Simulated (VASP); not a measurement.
# Si2Ni (Fm-3m) in VASP: further runs

Aim: see how the results for Si2Ni move with the level of theory and the settings. Levels: PBE, PBEsol, LDA. Tasks: single point.

Program: VASP 6.6.1. These are calculated values, not measurements. Logs are shortened: lines on timing, memory, paths and dates and some standing lists are left out, and cuts for length are marked.

### 1 The cell of the first run

It takes space group Fm-3m (No. 225, cubic). The conventional cell has a = 5.443 Å, b = 5.443 Å, c = 5.443 Å, α = 90.00°, β = 90.00°, γ = 90.00°. Within 3.1 Å of Si (site symmetry -43m) lie 4 Ni at 2.36 Å and 6 Si at 2.72 Å. Ni (site symmetry m-3m) has 8 Si at 2.36 Å within 3.1 Å.

### 2 Single point, PBE, collinear spin, ferromagnetic start

The input, INCAR:

```
SYSTEM = Si2Ni
ALGO = Normal
EDIFF = 1E-6
ENCUT = 520
GGA = PE
ISIF = 2
ISMEAR = -4
ISPIN = 2
LASPH = .TRUE.
LCHARG = .FALSE.
LMAXMIX = 4
LORBIT = 11
LREAL = .FALSE.
LWAVE = .FALSE.
MAGMOM = 0 0 0.8
NBANDS = 20
NELM = 150
PREC = Accurate
SIGMA = 0.1
```

The input, KPOINTS:

```
k-points
0
G
  12 12 12
  0 0 0
```

The input, POSCAR:

```
Si2Ni
1.0
    0.0000000000      2.7216542978      2.7216542978
    2.7216542978      0.0000000000      2.7216542978
    2.7216542978      2.7216542978      0.0000000000
Si Ni
2 1
Direct
    0.2500000000      0.2500000000      0.2500000000
    0.7500000000      0.7500000000      0.7500000000
    0.0000000000      0.0000000000      0.0000000000
```

Potentials or basis: VASP PAW PBE potentials, release 64 (Si, Ni).

Command:

```
cat potpaw_PBE.64/Si/POTCAR potpaw_PBE.64/Ni/POTCAR > POTCAR
mpirun -np 1 vasp_std > vasp.out
```

OUTCAR:

```text
SYSTEM = Si2Ni
   EDIFF = 1E-6
   ENCUT = 520
   GGA = PE
   ISIF = 2
   ISMEAR = -4
   ISPIN = 2
   LASPH = .TRUE.
   LORBIT = 11
   LREAL = .FALSE.
   NELM = 150
   PREC = Accurate

 ion  position               nearest neighbor table
   1  0.250  0.250  0.250-   3 2.36   3 2.36   3 2.36   3 2.36   2 2.72   2 2.72   2 2.72   2 2.72
                             2 2.72   2 2.72
   2  0.750  0.750  0.750-   3 2.36   3 2.36   3 2.36   3 2.36   1 2.72   1 2.72   1 2.72   1 2.72
                             1 2.72   1 2.72
   3  0.000  0.000  0.000-   2 2.36   2 2.36   2 2.36   1 2.36   1 2.36   1 2.36   2 2.36   1 2.36

  LATTYP: Found a face centered cubic cell.
 ALAT       =     5.4433085956

  Lattice vectors:

 A1 = (   0.0000000000,   2.7216542978,   2.7216542978)
 A2 = (   2.7216542978,   0.0000000000,   2.7216542978)
 A3 = (   2.7216542978,   2.7216542978,   0.0000000000)

Analysis of symmetry for initial positions (statically):
=====================================================================
 Subroutine PRICEL returns:
 Original cell was already a primitive cell.

 Routine SETGRP: Setting up the symmetry group for a
 face centered cubic supercell.

 Subroutine GETGRP returns: Found 48 space group operations
 (whereof 48 operations were pure point group operations)
 out of a pool of 48 trial point group operations.

The static configuration has the point symmetry O_h .

Analysis of symmetry for dynamics (positions and initial velocities):
=====================================================================
 Subroutine PRICEL returns:
 Original cell was already a primitive cell.

 Routine SETGRP: Setting up the symmetry group for a
 face centered cubic supercell.

 Subroutine GETGRP returns: Found 48 space group operations
 (whereof 48 operations were pure point group operations)
 out of a pool of 48 trial point group operations.

The dynamic configuration has the point symmetry O_h .

Analysis of structural, dynamic, and magnetic symmetry:
=====================================================================
 Subroutine PRICEL returns:
 Original cell was already a primitive cell.

 Routine SETGRP: Setting up the symmetry group for a
 face centered cubic supercell.

 Subroutine GETGRP returns: Found 48 space group operations
 (whereof 48 operations were pure point group operations)
 out of a pool of 48 trial point group operations.

The overall configuration has the point symmetry O_h .

 Subroutine INISYM returns: Found 48 space group operations
 (whereof 48 operations are pure point group operations),
 and found     1 'primitive' translations

----------------------------------------------------------------------------------------

                                     Primitive cell

  volume of cell :      40.3208

  direct lattice vectors                    reciprocal lattice vectors
     0.000000000  2.721654298  2.721654298    -0.183711796  0.183711796  0.183711796
     2.721654298  0.000000000  2.721654298     0.183711796 -0.183711796  0.183711796
     2.721654298  2.721654298  0.000000000     0.183711796  0.183711796 -0.183711796

  length of vectors
     3.849000420  3.849000420  3.849000420     0.318198165  0.318198165  0.318198165

  position of ions in fractional coordinates (direct lattice)
     0.250000000  0.250000000  0.250000000
     0.750000000  0.750000000  0.750000000
     0.000000000  0.000000000  0.000000000

  ion indices of the primitive-cell ions
   primitive index   ion index
                 1           1
                 2           2
                 3           3

----------------------------------------------------------------------------------------

 KPOINTS: k-points

Automatic generation of k-mesh.
 Grid dimensions read from file:
 generate k-points for:   12   12   12

 Generating k-lattice:

  Cartesian coordinates                     Fractional coordinates (reciprocal lattice)
    -0.015309316  0.015309316  0.015309316     0.083333333  0.000000000  0.000000000
     0.015309316 -0.015309316  0.015309316     0.000000000  0.083333333  0.000000000
     0.015309316  0.015309316 -0.015309316     0.000000000  0.000000000  0.083333333

  Length of vectors
     0.026516514  0.026516514  0.026516514

  Shift w.r.t. Gamma in fractional coordinates (k-lattice)
     0.000000000  0.000000000  0.000000000

 TETIRR: Found    247 inequivalent tetrahedra from    10368

 Subroutine IBZKPT returns following result:
 ===========================================

 Found     72 irreducible k-points:

 Following reciprocal coordinates:
            Coordinates               Weight
  0.000000  0.000000  0.000000      1.000000
  0.083333  0.000000  0.000000      8.000000
  0.166667  0.000000  0.000000      8.000000
  0.250000  0.000000  0.000000      8.000000
  0.333333  0.000000  0.000000      8.000000
  0.416667  0.000000  0.000000      8.000000
[... 16 lines left out ...]
  0.500000  0.166667  0.000000     24.000000
[... 62 lines left out ...]

 Free energy of the ion-electron system (eV)
  ---------------------------------------------------
  ext. energy  EPLUGINS =         0.00000000
  ---------------------------------------------------
  free energy    TOTEN  =       -17.33676327 eV

  energy without entropy =      -17.33676327  energy(sigma->0) =      -17.33676327

 E-fermi :  10.1417     XC(G=0): -11.4924

 val. band max:       10.2017401930   @ k =  -0.2500   0.0833   0.0000
 cond. band min:      10.0813445767   @ k =  -0.4167   0.4167   0.0000
 fundamental gap:     -0.1203956163
 Fermi energy:        10.1417183813

 spin component 1

 k-point     1 :       0.0000    0.0000    0.0000
  band No.  band energies     occupation
      1      -3.5065      1.00000
      2       5.0743      1.00000
      3       5.0743      1.00000
      4       5.0743      1.00000
      5       6.7403      1.00000
      6       6.7403      1.00000
[... 12 lines left out ...]
     19      19.2618      0.00000
     20      22.7204      0.00000

 k-point     2 :       0.0833    0.0000    0.0000
  band No.  band energies     occupation
      1      -3.4051      1.00000
      2       4.8577      1.00000
      3       5.1067      1.00000
      4       5.1067      1.00000
      5       6.7215      1.00000
      6       6.7215      1.00000
[... 12 lines left out ...]
     19      19.7216      0.00000
     20      23.0653      0.00000
[... 465 lines left out ...]
      3       5.0324      1.00000
      4       5.5311      1.00000
      5       5.9234      1.00000
      6       6.7548      1.00000
[... 12 lines left out ...]
     19      23.8445      0.00000
     20      25.1353      0.00000

 k-point    24 :      -0.4167    0.1667    0.0000
  band No.  band energies     occupation
      1      -0.1459      1.00000
      2       0.6933      1.00000
      3       4.8407      1.00000
      4       5.6489      1.00000
      5       6.0364      1.00000
      6       6.6690      1.00000
[... 12 lines left out ...]
     19      23.4152      0.00000
     20      23.9324      0.00000

 [... further k-points ...]

 spin component 2

 k-point     1 :       0.0000    0.0000    0.0000
  band No.  band energies     occupation
      1      -3.5065      1.00000
      2       5.0743      1.00000
      3       5.0743      1.00000
      4       5.0743      1.00000
      5       6.7404      1.00000
      6       6.7404      1.00000
[... 12 lines left out ...]
     19      19.2618      0.00000
     20      22.7203      0.00000

 k-point     2 :       0.0833    0.0000    0.0000
  band No.  band energies     occupation
      1      -3.4051      1.00000
      2       4.8577      1.00000
      3       5.1066      1.00000
      4       5.1066      1.00000
      5       6.7216      1.00000
      6       6.7216      1.00000
[... 12 lines left out ...]
     19      19.7217      0.00000
     20      23.0653      0.00000
[... 465 lines left out ...]
      3       5.0324      1.00000
      4       5.5311      1.00000
      5       5.9234      1.00000
      6       6.7548      1.00000
[... 12 lines left out ...]
     19      23.8445      0.00000
     20      25.1352      0.00000

 k-point    24 :      -0.4167    0.1667    0.0000
  band No.  band energies     occupation
      1      -0.1459      1.00000
      2       0.6933      1.00000
      3       4.8407      1.00000
      4       5.6489      1.00000
      5       6.0364      1.00000
      6       6.6690      1.00000
[... 12 lines left out ...]
     19      23.4152      0.00000
     20      23.9324      0.00000

 [... further k-points ...]
[... 5 lines left out ...]
  --------------------------------------------------------------------------------------
  -------------------------------------------------------------------------------------
  Total       -0.0523745     -0.0523745     -0.0523745      0.0000000      0.0000000     -0.0000000
  in kB       -2.0811401     -2.0811401     -2.0811401      0.0000000      0.0000000     -0.0000000
  external PRESSURE =      -2.0811401 kB  Pullay stress =       0.0000000 kB

 VOLUME and BASIS-vectors are now :
 -----------------------------------------------------------------------------
  energy-cutoff  :      520.00
  volume of cell :       40.32
      direct lattice vectors                 reciprocal lattice vectors
     0.000000000  2.721654298  2.721654298    -0.183711796  0.183711796  0.183711796
     2.721654298  0.000000000  2.721654298     0.183711796 -0.183711796  0.183711796
     2.721654298  2.721654298  0.000000000     0.183711796  0.183711796 -0.183711796

 POSITION                                       TOTAL-FORCE (eV/Angst)
 -----------------------------------------------------------------------------------
      1.36083      1.36083      1.36083        -0.000000     -0.000000     -0.000000
      4.08248      4.08248      4.08248         0.000000      0.000000      0.000000
      0.00000      0.00000      0.00000         0.000000     -0.000000      0.000000
 -----------------------------------------------------------------------------------
    total drift:                                0.000000     -0.000000     -0.000000

  FREE ENERGIE OF THE ION-ELECTRON SYSTEM (eV)
  ---------------------------------------------------
  free  energy   TOTEN  =       -17.3367632732 eV

  energy  without entropy=      -17.3367632732  energy(sigma->0) =      -17.33676327

 total charge

# of ion       s       p       d       tot
------------------------------------------
    1        0.741   0.833   0.000   1.574
    2        0.741   0.833   0.000   1.574
    3        0.548   0.774   8.433   9.755
--------------------------------------------------
tot          2.030   2.440   8.433  12.903

 magnetization (x)

# of ion       s       p       d       tot
------------------------------------------
    1       -0.000  -0.000   0.000  -0.000
    2       -0.000  -0.000   0.000  -0.000
    3       -0.000  -0.000   0.000   0.000
--------------------------------------------------
tot         -0.000  -0.000   0.000  -0.000
```

It took 4 min on 1 thread of Intel Xeon 8259CL, shared host; peak memory 0.24 GiB.

Results:

```yaml
Free_energy: -17.3368 eV
Pressure: -0.2 GPa
Band_gap_on_the_k_mesh: zero (filled and empty bands overlap)
Net_moment: 0.00 μB per cell
Valence_electrons_inside_the_program's_atomic_spheres: Si 1.57; Ni 9.76
```

Levels at points of the mesh, in eV from the Fermi level:
Spin up:
```
           k point  band 5  band 6  band 7  band 8  band 9  band 10  band 11  band 12  band 13  band 14
(0.00, 0.00, 0.00)   -3.40   -3.40   -0.45    1.67    1.67     1.67     2.33     2.33     2.33     4.69
(0.50, 0.00, 0.00)   -3.61   -3.22   -3.22   -1.38   -1.38     1.76     1.80     1.80     2.49     9.16
(0.50, 0.50, 0.00)   -4.42   -3.50   -3.50   -3.33   -3.01    -0.45     1.46     7.75     8.15     8.15
```
Spin down:
```
           k point  band 7  band 8  band 9  band 10  band 11  band 12
(0.00, 0.00, 0.00)   -0.45    1.67    1.67     1.67     2.33     2.33
(0.50, 0.00, 0.00)   -3.22   -1.38   -1.38     1.76     1.80     1.80
(0.50, 0.50, 0.00)   -3.50   -3.33   -3.01    -0.45     1.46     7.75
```

### 3 Single point, PBE, collinear spin, ferromagnetic start

The input, INCAR:

```
  PREC = Accurate
  ENCUT = 520
  EDIFF = 1E-6
  ISMEAR = 0
  SIGMA = 0.05
  LREAL = F
  LASPH = T
  NELM = 150
  ALGO = Normal
  ISIF = 2
  LWAVE = F
  LCHARG = F
  ISPIN = 2
  MAGMOM = 0 0 0.8
  LORBIT = 11
  LMAXMIX = 4
  GGA = PE
  NBANDS = 20
```

The input, KPOINTS:

```
regular mesh
0
Gamma
  12 12 12
```

POSCAR is that of step 2.

Potentials or basis: VASP PAW PBE potentials, release 64 (Si, Ni).

Command:

```
cat potpaw_PBE.64/Si/POTCAR potpaw_PBE.64/Ni/POTCAR > POTCAR
mpirun -np 1 vasp_std > vasp.out
```

Run time: 3.1 min. Hardware: 1 thread of Intel Xeon 8259CL, shared host; peak memory 0.24 GiB.

It converged, with:

```yaml
Free_energy: -17.3662 eV
Pressure: 0.0 GPa
Band_gap_on_the_k_mesh: zero (filled and empty bands overlap)
Net_moment: 0.00 μB per cell
Valence_electrons_inside_the_program's_atomic_spheres: Si 1.57; Ni 9.76
```

Levels at points of the mesh, in eV from the Fermi level:
Spin up:
| k point | band 5 | band 6 | band 7 | band 8 | band 9 | band 10 | band 11 | band 12 | band 13 | band 14 |
| --- | --- | --- | --- | --- | --- | --- | --- | --- | --- | --- |
| (0.00, 0.00, 0.00) | -3.35 | -3.35 | -0.42 | 1.71 | 1.71 | 1.71 | 2.36 | 2.36 | 2.36 | 4.72 |
| (0.50, 0.00, 0.00) | -3.57 | -3.18 | -3.18 | -1.35 | -1.35 | 1.80 | 1.84 | 1.84 | 2.53 | 9.19 |
| (0.50, 0.50, 0.00) | -4.38 | -3.45 | -3.45 | -3.28 | -2.97 | -0.41 | 1.50 | 7.79 | 8.19 | 8.19 |
Spin down:
| k point | band 7 | band 8 | band 9 | band 10 | band 11 | band 12 |
| --- | --- | --- | --- | --- | --- | --- |
| (0.00, 0.00, 0.00) | -0.42 | 1.71 | 1.71 | 1.71 | 2.36 | 2.36 |
| (0.50, 0.00, 0.00) | -3.18 | -1.35 | -1.35 | 1.80 | 1.84 | 1.84 |
| (0.50, 0.50, 0.00) | -3.45 | -3.28 | -2.97 | -0.41 | 1.50 | 7.79 |

### 4 Single point, PBEsol, collinear spin

The input, INCAR:

```
SYSTEM = Si2Ni
  PREC = Accurate
  ENCUT = 520
  EDIFF = 1E-6
  ISMEAR = 0
  SIGMA = 0.05
  LREAL = .False.
  LASPH = .True.
  NELM = 150
  ALGO = Normal
  ISIF = 2
  LWAVE = .False.
  LCHARG = .False.
  ISPIN = 2
  MAGMOM = 0 0 0.05
  LORBIT = 11
  LMAXMIX = 4
  GGA = PS
  NBANDS = 20
```

The input, KPOINTS:

```
Automatic mesh
0
Gamma
  12 12 12
  0 0 0
```

POSCAR is that of step 3.

Command:

```
cat potpaw_PBE.64/Si/POTCAR potpaw_PBE.64/Ni/POTCAR > POTCAR
mpirun -np 1 vasp_std > vasp.out
```

Run time: 3.3 min. Hardware: 1 thread of Intel Xeon 8259CL, shared host; peak memory 0.25 GiB.

It converged, with:

```
Free energy                                           : -18.9634 eV
Pressure                                              : -4.5 GPa
Band gap on the k mesh                                : zero (filled and empty bands overlap)
Net moment                                            : 0.00 μB per cell
Valence electrons inside the program's atomic spheres : Si 1.57; Ni 9.78
```

Levels at points of the mesh, in eV from the Fermi level:
Spin up:
| k point | band 5 | band 6 | band 7 | band 8 | band 9 | band 10 | band 11 | band 12 | band 13 | band 14 |
| --- | --- | --- | --- | --- | --- | --- | --- | --- | --- | --- |
| (0.00, 0.00, 0.00) | -3.37 | -3.37 | -0.39 | 1.73 | 1.73 | 1.73 | 2.33 | 2.33 | 2.33 | 4.70 |
| (0.50, 0.00, 0.00) | -3.60 | -3.19 | -3.19 | -1.35 | -1.35 | 1.75 | 1.84 | 1.84 | 2.53 | 9.17 |
| (0.50, 0.50, 0.00) | -4.38 | -3.48 | -3.48 | -3.31 | -2.98 | -0.41 | 1.43 | 7.81 | 8.19 | 8.19 |
Spin down:
```tsv
k point	band 7	band 8	band 9	band 10	band 11	band 12
(0.00, 0.00, 0.00)	-0.39	1.73	1.73	1.73	2.33	2.33
(0.50, 0.00, 0.00)	-3.19	-1.35	-1.35	1.75	1.84	1.84
(0.50, 0.50, 0.00)	-3.48	-3.31	-2.98	-0.41	1.43	7.81
```

Caveat: the cell stands under tension; the PAW data sets were made with another functional, which shifts forces and pressure a little.

### 5 Single point, LDA, collinear spin

The input, INCAR:

```
SYSTEM = Si2Ni
PREC = Accurate
ENCUT = 520
EDIFF = 1E-7
ISMEAR = 0
SIGMA = 0.05
LREAL = .False.
LASPH = .True.
NELM = 150
ALGO = Normal
ISIF = 2
LWAVE = .False.
LCHARG = .False.
ISPIN = 2
MAGMOM = 0 0 0.05
LORBIT = 11
LMAXMIX = 4
NBANDS = 20
```

KPOINTS is that of step 4.

POSCAR is that of step 4.

Potentials or basis: VASP PAW LDA potentials, release 64 (Si, Ni).

Command:

```
cat potpaw_LDA.64/Si/POTCAR potpaw_LDA.64/Ni/POTCAR > POTCAR
mpirun -np 1 vasp_std > vasp.out
```

It took 3.7 min on 1 thread of Intel Xeon 8259CL, shared host; peak memory 0.22 GiB.

Results (log left out):

```yaml
Free_energy: -19.8475 eV
Pressure: -7.7 GPa
Band_gap_on_the_k_mesh: zero (filled and empty bands overlap)
Net_moment: 0.00 μB per cell
Valence_electrons_inside_the_program's_atomic_spheres: Si 1.59; Ni 9.79
```

Levels at points of the mesh, in eV from the Fermi level:
Spin up:
| k point | band 5 | band 6 | band 7 | band 8 | band 9 | band 10 | band 11 | band 12 | band 13 | band 14 |
| --- | --- | --- | --- | --- | --- | --- | --- | --- | --- | --- |
| (0.00, 0.00, 0.00) | -3.36 | -3.36 | -0.48 | 1.74 | 1.74 | 1.74 | 2.39 | 2.39 | 2.39 | 4.71 |
| (0.50, 0.00, 0.00) | -3.60 | -3.19 | -3.19 | -1.30 | -1.30 | 1.75 | 1.87 | 1.87 | 2.49 | 9.20 |
| (0.50, 0.50, 0.00) | -4.32 | -3.49 | -3.49 | -3.29 | -2.97 | -0.42 | 1.49 | 7.87 | 8.12 | 8.12 |
Spin down:
```csv
k point,band 5,band 6,band 7,band 8,band 9,band 10,band 11,band 12,band 13,band 14
"(0.00, 0.00, 0.00)",-3.36,-3.36,-0.48,1.74,1.74,1.74,2.39,2.39,2.39,4.71
"(0.50, 0.00, 0.00)",-3.60,-3.19,-3.19,-1.30,-1.30,1.75,1.87,1.87,2.49,9.20
"(0.50, 0.50, 0.00)",-4.32,-3.49,-3.49,-3.29,-2.97,-0.42,1.49,7.87,8.12,8.12
```

Caveat: the cell stands under tension.

### 6 Summary

| level | potentials or basis | spin | smearing | gap on the mesh (eV) | pressure (GPa) | moment (μB) |
| --- | --- | --- | --- | --- | --- | --- |
| PBE | VASP PAW PBE potentials, release 64 (Si, Ni) | collinear, ferromagnetic start | tetrahedron | none | -0.2 | 0.00 |
| PBE | VASP PAW PBE potentials, release 64 (Si, Ni) | collinear, ferromagnetic start | gaussian 0.05 eV | none | 0.0 | 0.00 |
| PBEsol | VASP PAW PBE potentials, release 64 (Si, Ni) | collinear | gaussian 0.05 eV | none | -4.5 | 0.00 |
| LDA | VASP PAW LDA potentials, release 64 (Si, Ni) | collinear | gaussian 0.05 eV | none | -7.7 | 0.00 |

Alike in all rows: task single point; cell as given; k mesh 12 × 12 × 12; cutoff (eV) 520.

Caveats: the cell stands under tension (at least some runs); the PAW data sets were made with another functional, which shifts forces and pressure a little (at least some runs).

Absolute energies hang on the potentials; compare differences alone.
